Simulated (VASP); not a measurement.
Wanted: the native input for a VASP 6.6.1 run.

```yaml
Task: single point
Functional: PBE
Potentials_or_basis: VASP PAW PBE potentials, release 64 (Cu, Zn, Sn_d, S)
Cutoff: 520 eV
k_mesh: 5 × 5 × 5
Occupations: fermi-dirac, width 0.0175 eV
Spin: no spin polarisation
Dipole_correction: no
Further_INCAR_settings: ALGO = Normal; EDIFF = 1e-06; NBANDS = 46
```

The structure of ZnCu2SnS4 lies in POSCAR:

```
ZnCu2SnS4
1.0
    0.0000000000      5.4941640000      0.0000000000
    5.4941640000      0.0000000000      0.0000000000
    2.7470820000      2.7470820000     -5.4846600000
Cu Zn Sn S
2 1 1 4
Direct
    0.0000000000      0.0000000000      0.0000000000
    0.7500000000      0.2500000000      0.5000000000
    0.2500000000      0.7500000000      0.5000000000
    0.5000000000      0.5000000000      0.0000000000
    0.3716100000      0.8844100000      0.7435800000
    0.1155900000      0.1151900000      0.2564200000
    0.8848100000      0.3720100000      0.7435800000
    0.6279900000      0.6283900000      0.2564200000
```

These files were run (other wordings do the same):

INCAR

```
SYSTEM = ZnCu2SnS4
  ALGO = Normal
  EDIFF = 1E-6
  ENCUT = 520
  GGA = PE
  ISIF = 2
  ISMEAR = -1
  LASPH = .True.
  LCHARG = .False.
  LREAL = .False.
  LWAVE = .False.
  NBANDS = 46
  NELM = 80
  PREC = Accurate
  SIGMA = 0.0175
```

KPOINTS

```
k-points
0
Gamma
  5 5 5
  0 0 0
```

Potentials or basis: VASP PAW PBE potentials, release 64 (Cu, Zn, Sn_d, S).

Run with:

```console
$ cat potpaw_PBE.64/Cu/POTCAR potpaw_PBE.64/Zn/POTCAR potpaw_PBE.64/Sn_d/POTCAR potpaw_PBE.64/S/POTCAR > POTCAR
$ mpirun -np 1 vasp_std > vasp.out
```

Results of the run:

The pressure is -0.3 GPa. The largest force is 0.462 eV/Å. The band gap on the k mesh is 0.19 eV, direct.

Caveat: spin-orbit coupling is left out, which moves the levels of the heavy elements.

Wall time 3.3 min on 1 thread of Intel(R) Xeon(R) Platinum 8488C (Sapphire Rapids), on a shared host, peak memory 0.38 GiB.
